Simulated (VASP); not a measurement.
# C in VASP: a series of runs

The runs below take C through single point, with PBE.

Everything below comes from runs of VASP 6.6.1. Logs are shortened: lines on timing, memory, paths and dates and some standing lists are left out, and cuts for length are marked.

### Step 1. The cell of the first run

The typed cell holds 12 atoms: a = 2.466 Å, b = 2.466 Å, c = 31.948 Å, α = 90.00°, β = 90.00°, γ = 120.00°.

### Step 2. Single point, PBE

Input file INCAR:

```
PREC = Accurate
ENCUT = 520
EDIFF = 1E-6
ISMEAR = 0
SIGMA = 0.1
LREAL = False
LASPH = True
NELM = 60
ALGO = Normal
ISIF = 2
LWAVE = False
LCHARG = True
GGA = PE
LELF = True
LVHAR = True
NBANDS = 36
```

Input file KPOINTS:

```
Automatic mesh
0
Gamma
  18 18 2
```

Input file POSCAR:

```
C
1.0
    2.4664481265      0.0000000000      0.0000000000
   -1.2332240633      2.1360067347      0.0000000000
    0.0000000000      0.0000000000     31.9477555717
C
12
Direct
    0.6666666667      0.3333333333      0.9805870580
    0.6666666667      0.3333333333      0.4805885846
    0.6666666667      0.3333333333      0.7507506028
    0.6666666667      0.3333333333      0.2507521494
    0.0000000000      0.0000000000      0.6156607874
    0.3333333333      0.6666666667      0.2507506028
    0.0000000000      0.0000000000      0.1156607874
    0.6666666667      0.3333333333      0.6156608079
    0.3333333333      0.6666666667      0.7507521494
    0.3333333333      0.6666666667      0.1156608079
    0.3333333333      0.6666666667      0.4805870580
    0.3333333333      0.6666666667      0.9805885846
```

Potentials or basis: VASP PAW PBE potentials, release 64 (C).

Command:

```console
$ cat potpaw_PBE.64/C/POTCAR > POTCAR
$ mpirun -np 1 vasp_std > vasp.out
```

OUTCAR:

```text
PREC = Accurate
   ENCUT = 520
   EDIFF = 1E-6
   ISMEAR = 0
   LREAL = False
   LASPH = True
   NELM = 60
   ISIF = 2
   GGA = PE

 ion  position               nearest neighbor table
   1  0.667  0.333  0.981-  12 1.42  12 1.42  12 1.42
   2  0.667  0.333  0.481-  11 1.42  11 1.42  11 1.42
   3  0.667  0.333  0.751-   9 1.42   9 1.42   9 1.42
   4  0.667  0.333  0.251-   6 1.42   6 1.42   6 1.42
   5  0.000  0.000  0.616-   8 1.42   8 1.42   8 1.42
   6  0.333  0.667  0.251-   4 1.42   4 1.42   4 1.42
   7  0.000  0.000  0.116-  10 1.42  10 1.42  10 1.42
   8  0.667  0.333  0.616-   5 1.42   5 1.42   5 1.42
   9  0.333  0.667  0.751-   3 1.42   3 1.42   3 1.42
  10  0.333  0.667  0.116-   7 1.42   7 1.42   7 1.42
  11  0.333  0.667  0.481-   2 1.42   2 1.42   2 1.42
  12  0.333  0.667  0.981-   1 1.42   1 1.42   1 1.42

  LATTYP: Found a hexagonal cell.
 ALAT       =     2.4664481265
 C/A-ratio  =    12.9529403957

  Lattice vectors:

 A1 = (   2.4664481265,   0.0000000000,   0.0000000000)
 A2 = (  -1.2332240633,   2.1360067347,   0.0000000000)
 A3 = (   0.0000000000,   0.0000000000,  31.9477555717)

Analysis of symmetry for initial positions (statically):
=====================================================================
 Subroutine PRICEL returns:
 Original cell was already a primitive cell.

 Routine SETGRP: Setting up the symmetry group for a
 hexagonal supercell.

 Subroutine GETGRP returns: Found 12 space group operations
 (whereof  6 operations were pure point group operations)
 out of a pool of 24 trial point group operations.

The static configuration has the point symmetry C_3v.
 The point group associated with its full space group is C_6v.

Analysis of symmetry for dynamics (positions and initial velocities):
=====================================================================
 Subroutine PRICEL returns:
 Original cell was already a primitive cell.

 Routine SETGRP: Setting up the symmetry group for a
 hexagonal supercell.

 Subroutine GETGRP returns: Found 12 space group operations
 (whereof  6 operations were pure point group operations)
 out of a pool of 24 trial point group operations.

The dynamic configuration has the point symmetry C_3v.
[... 125 lines left out ...]
   NFREE  =      0    steps in history (QN), initial steepest desc. (CG)
   ISIF   =      2    stress and relaxation
   ISYM   =      2    0-nonsym 1-usesym 2-fastsym
   POTIM  = 0.5000    time-step for ionic-motion
   TEBEG  =    0.0;   TEEND  =   0.0 temperature during run
   PSTRESS=    0.0 pullay stress
   NELECT =      48.0000    total number of electrons
   NUPDOWN=      -1.0000    fix difference up-down
   EMIN   =  10.00;   EMAX   =-10.00  energy-range for DOS
   EFERMI =   0.00;   METHOD = LEGACY
   ISMEAR =     0;   SIGMA  =   0.10  broadening in eV -4-tet -1-fermi 0-gaus
   EFERMI_NEDOS =   21; number of points for ismear=-14 and -15
   IALGO  =     38    algorithm
   IMIX   =      4    mixing-type and parameters
     AMIX     =   0.40;   BMIX     =  1.00
     AMIX_MAG =   1.60;   BMIX_MAG =  1.00
  volume/ion in A,a.u.               =      14.03        94.65
  Fermi-wavevector in a.u.,A,eV,Ry     =   1.077582  2.036334 15.798848  1.161183
  Thomas-Fermi vector in A             =   2.213497
   LORBIT       =      0    0 simple, 1 ext, 2 COOP (PROOUT), +10 PAW based schemes
   GGA     = PE    functional components
   LHFCALC =     F    Hartree Fock is set to
   AEXX    =    0.0000 exact exchange contribution
   IVDW    =     0    specifies the selected vdW correction
   LEPSILON=     F    determine dielectric tensor
   LRPA    =     F    only Hartree local field effects (RPA)
 non-spin polarized calculation
 Gauss-broadening in eV      SIGMA  =   0.10
  energy-cutoff  :      520.00
  volume of cell :      168.31
 maximum number of plane-waves:      4598
   NGX =  9   NGY =  9   NGZ =119

 number of electron      47.9999989 magnetization

 Free energy of the ion-electron system (eV)
  ---------------------------------------------------
  ext. energy  EPLUGINS =         0.00000000
  ---------------------------------------------------
  free energy    TOTEN  =      -110.70960492 eV

  energy without entropy =     -110.70614061  energy(sigma->0) =     -110.70787277

 E-fermi :   1.3913     XC(G=0):  -7.2989

 val. band max:        1.3912560547   @ k =   0.3333   0.3333   0.5000
 cond. band min:       1.3916150391   @ k =   0.3333   0.3333   0.5000
 fundamental gap:      0.0003589844
 Fermi energy:         1.3912750989

 k-point     1 :       0.0000    0.0000    0.0000
  band No.  band energies     occupation
      1     -18.1364      2.00000
      2     -18.1364      2.00000
      3     -18.1255      2.00000
      4     -18.1255      2.00000
      5     -18.1139      2.00000
      6     -18.1139      2.00000
[... 925 lines left out ...]
     35      10.0421      0.00000
     36      10.0432      0.00000

 [... further k-points ...]

------------------------ aborting loop because EDIFF is reached ----------------------------------------

  FORCE on cell =-STRESS in cart. coord.  units (eV):
  Direction    XX          YY          ZZ          XY          YZ          ZX
  --------------------------------------------------------------------------------------
  -------------------------------------------------------------------------------------
  Total        0.4903746      0.4903746     -0.0562251     -0.0000000     -0.0000000      0.0000000
  in kB        4.6679222      4.6679222     -0.5352123     -0.0000000     -0.0000000      0.0000000
  external PRESSURE =       2.9335440 kB  Pullay stress =       0.0000000 kB

 VOLUME and BASIS-vectors are now :
 -----------------------------------------------------------------------------
  energy-cutoff  :      520.00
  volume of cell :      168.31
      direct lattice vectors                 reciprocal lattice vectors
     2.466448127  0.000000000  0.000000000     0.405441326  0.234081659  0.000000000
    -1.233224063  2.136006735  0.000000000     0.000000000  0.468163318  0.000000000
     0.000000000  0.000000000 31.947755572     0.000000000  0.000000000  0.031301103

 POSITION                                       TOTAL-FORCE (eV/Angst)
 -----------------------------------------------------------------------------------
      1.23322      0.71200     31.32756         0.000000      0.000000     -0.000094
      1.23322      0.71200     15.35373        -0.000000      0.000000     -0.000329
      1.23322      0.71200     23.98480         0.000000     -0.000000      0.000338
      1.23322      0.71200      8.01097        -0.000000      0.000000      0.000078
      0.00000      0.00000     19.66898        -0.000000      0.000000      0.000016
     -0.00000      1.42400      8.01092        -0.000000      0.000000      0.000338
      0.00000      0.00000      3.69510         0.000000     -0.000000      0.000016
      1.23322      0.71200     19.66898         0.000000     -0.000000     -0.000009
     -0.00000      1.42400     23.98485        -0.000000      0.000000      0.000078
     -0.00000      1.42400      3.69510        -0.000000      0.000000     -0.000009
     -0.00000      1.42400     15.35368        -0.000000     -0.000000     -0.000094
     -0.00000      1.42400     31.32760         0.000000     -0.000000     -0.000329
 -----------------------------------------------------------------------------------
    total drift:                                0.000000      0.000000     -0.000090

  FREE ENERGIE OF THE ION-ELECTRON SYSTEM (eV)
  ---------------------------------------------------
  free  energy   TOTEN  =      -110.7096049243 eV

  energy  without entropy=     -110.7061406091  energy(sigma->0) =     -110.70787277
```

OSZICAR:

```text
N       E                     dE             d eps       ncg     rms          rms(c)
DAV:   1     0.254247954836E+03    0.25425E+03   -0.22358E+04  5336   0.116E+03
DAV:   2    -0.934700258543E+02   -0.34772E+03   -0.32869E+03  7200   0.268E+02
DAV:   3    -0.117723724944E+03   -0.24254E+02   -0.24015E+02  6624   0.705E+01
DAV:   4    -0.118231574400E+03   -0.50785E+00   -0.50678E+00  7052   0.117E+01
DAV:   5    -0.118246704368E+03   -0.15130E-01   -0.15117E-01  7020   0.189E+00    0.154E+01
DAV:   6    -0.112699923096E+03    0.55468E+01   -0.51791E+00  6412   0.915E+00    0.906E+00
DAV:   7    -0.110692708954E+03    0.20072E+01   -0.69224E+00  6432   0.105E+01    0.236E+00
DAV:   8    -0.110707890475E+03   -0.15182E-01   -0.23405E-01  6364   0.198E+00    0.212E-01
DAV:   9    -0.110707023277E+03    0.86720E-03   -0.85766E-03  6696   0.407E-01    0.144E-01
DAV:  10    -0.110707929545E+03   -0.90627E-03   -0.49618E-03  6260   0.277E-01    0.113E-01
DAV:  11    -0.110708263203E+03   -0.33366E-03   -0.51777E-04  6720   0.917E-02    0.403E-02
DAV:  12    -0.110709456536E+03   -0.11933E-02   -0.35561E-04  5836   0.820E-02    0.157E-02
DAV:  13    -0.110709597199E+03   -0.14066E-03   -0.71166E-05  6124   0.401E-02    0.113E-02
DAV:  14    -0.110709600473E+03   -0.32740E-05   -0.61848E-06  5624   0.180E-02    0.484E-03
DAV:  15    -0.110709604164E+03   -0.36911E-05   -0.30570E-06  5716   0.929E-03    0.209E-03
DAV:  16    -0.110709604924E+03   -0.76024E-06   -0.44900E-07  4236   0.381E-03
   1 F= -.11070960E+03 E0= -.11070787E+03  d E =-.346432E-02
```

It took 14 min on 1 thread of Intel Xeon 8259CL, shared host; peak memory 0.44 GiB.

Results:

```yaml
Free_energy: -110.7096 eV
Pressure: 0.3 GPa
Band_gap_on_the_k_mesh: zero (filled and empty bands touch)
```

Caveat: this functional lacks dispersion, which binds the layers, so the pressure and a relaxed spacing across them are unreliable.

### Step 3. Single point, PBE

Input file INCAR:

```
PREC = Accurate
ENCUT = 520
EDIFF = 1E-6
ISMEAR = 0
SIGMA = 0.15
LREAL = False
LASPH = True
NELM = 80
ALGO = Normal
ISIF = 2
LWAVE = False
LCHARG = False
GGA = PE
NBANDS = 36
```

Input file KPOINTS:

```
regular mesh
0
Gamma
  18 18 2
```

Input file POSCAR:

```
C
1.0
    2.4664481265      0.0000000000      0.0000000000
   -1.2332240633      2.1360067347      0.0000000000
    0.0000000000      0.0000000000     31.9477555717
C
12
Direct
    0.6666666667      0.3333333333      0.9805841193
    0.6666666667      0.3333333333      0.4805856559
    0.6666666667      0.3333333333      0.7507476741
    0.6666666667      0.3333333333      0.2507492107
    0.0000000000      0.0000000000      0.6156666650
    0.3333333333      0.6666666667      0.2507476741
    0.0000000000      0.0000000000      0.1156666650
    0.6666666667      0.3333333333      0.6156666650
    0.3333333333      0.6666666667      0.7507492107
    0.3333333333      0.6666666667      0.1156666650
    0.3333333333      0.6666666667      0.4805841193
    0.3333333333      0.6666666667      0.9805856559
```

Potentials or basis: VASP PAW PBE potentials, release 64 (C).

Command:

```console
$ cat potpaw_PBE.64/C/POTCAR > POTCAR
$ mpirun -np 1 vasp_std > vasp.out
```

Wall time 14 min (1 thread of Intel Xeon 8259CL, shared host); peak memory 0.44 GiB.

It converged, with:

```
Free energy            : -110.7114 eV
Pressure               : 0.3 GPa
Band gap on the k mesh : zero (filled and empty bands touch)
```

Stress tensor (GPa, compression positive):
```
 0.47  0.00  0.00
 0.00  0.47  0.00
 0.00  0.00 -0.05
```

Levels at points of the mesh, in eV from the Fermi level:
```csv
k point,band 22,band 23,band 24,band 25,band 26,band 27
"(0.00, 0.00, 0.00)",-3.04,-3.04,-3.04,2.92,3.13,3.36
"(0.50, 0.00, 0.00)",-2.36,-2.31,-2.31,1.61,1.61,1.67
"(0.00, 0.00, 0.50)",-3.04,-3.04,-3.04,2.99,2.99,3.63
"(0.50, 0.00, 0.50)",-2.36,-2.31,-2.31,1.61,1.61,1.68
```

Caveat: this functional lacks dispersion, which binds the layers, so the pressure and a relaxed spacing across them are unreliable.
